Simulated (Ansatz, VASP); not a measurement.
KTaSe2 in VASP and in Ansatz

```
K Ta Se
1.0
    -2.73003    2.73003    4.68310
     2.73003   -2.73003    4.68310
     2.73003    2.73003   -4.68310
K Ta Se
1 1 2
Cartesian
  0.0000 0.0000 0.0000
  0.0000 0.0000 4.6831
  0.0000 2.7300 0.0000
  2.7300 0.0000 0.0000
```

Alike in both runs: functional PBE; k mesh 4 × 4 × 4; occupations gaussian, width 0.1 eV; collinear spin.

Ansatz relaxed the structure, and its values are those at the end. VASP's run is a single point on that final structure, the one shown.

|  | VASP | Ansatz |
| --- | --- | --- |
| version | VASP 6.6.1 | Ansatz 0.2.0 |
| potentials or method | VASP PAW PBE potentials, release 64 (K_sv, Ta_pv, Se), cutoff 520 eV | scalar-relativistic, plane waves, PAW |
| valence electrons in the cell | 32 | 54 |

```tsv
	VASP	Ansatz	Ansatz less VASP
gap on the k mesh at the Fermi level (eV)	none	none	-
pressure (GPa)	0.1	0.0	-0.14
net moment per atom (μB)	0.47	0.47	0.000
size of the moment on the site where the two differ most (μB)	1.32	1.17	-0.145
```

Site moments also hang on the region over which each program counts them. A gap of «none» marks a metal or a gap that the smearing closes. The functional is the same, so the differences come from potentials, cutoffs and numerics. VASP's potentials hold 32 valence electrons a cell and Ansatz's 54, so a difference there can come from the potentials and not from the codes.

The k mesh is coarse, so the values compare programs but aren't converged. Neither program's run includes spin-orbit coupling.
